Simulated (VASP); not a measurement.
Wanted: the native input for a VASP 6.6.1 run.

```
Task                   : single point
Functional             : LDA
Potentials or basis    : VASP PAW LDA potentials, release 64 (Be)
Cutoff                 : 520 eV
k mesh                 : 24 × 24 × 22
Occupations            : fermi-dirac, width 0.05 eV
Spin                   : no spin polarisation
Dipole correction      : no
Further INCAR settings : ALGO = Normal; EDIFF = 1e-06; NBANDS = 7
```

The structure of Be lies in POSCAR:

```
Be
1.0
    1.7803143617      0.0000000000      0.0000000000
   -0.8901571809      1.5417974640      0.0000000000
    0.0000000000      0.0000000000      1.7444106335
Be
1
Direct
    0.0000000000      0.0000000000      0.0000000000
```

The input as run:

INCAR

```
SYSTEM = Be
  PREC = Accurate
  ENCUT = 520
  EDIFF = 1E-6
  ISMEAR = -1
  SIGMA = 0.05
  LREAL = .False.
  LASPH = .True.
  NELM = 60
  ALGO = Normal
  ISIF = 2
  LWAVE = .False.
  LCHARG = .False.
  GGA = CA
  NBANDS = 7
```

KPOINTS

```
regular mesh
0
Gamma
  24 24 22
  0 0 0
```

Potentials or basis: VASP PAW LDA potentials, release 64 (Be).

Command:

```sh
$ cat potpaw_LDA.64/Be/POTCAR > POTCAR
$ mpirun -np 1 vasp_std > vasp.out
```

Results of the run:

* Pressure: 161.6 GPa
* Band gap on the k mesh: zero (band 1 reaches 17.77 eV, above the bottom of band 2 at 9.48 eV)

It took 5.7 s on 1 thread of Intel(R) Xeon(R) Platinum 8559C (Emerald Rapids), with other jobs on the host, peak memory 0.12 GiB.
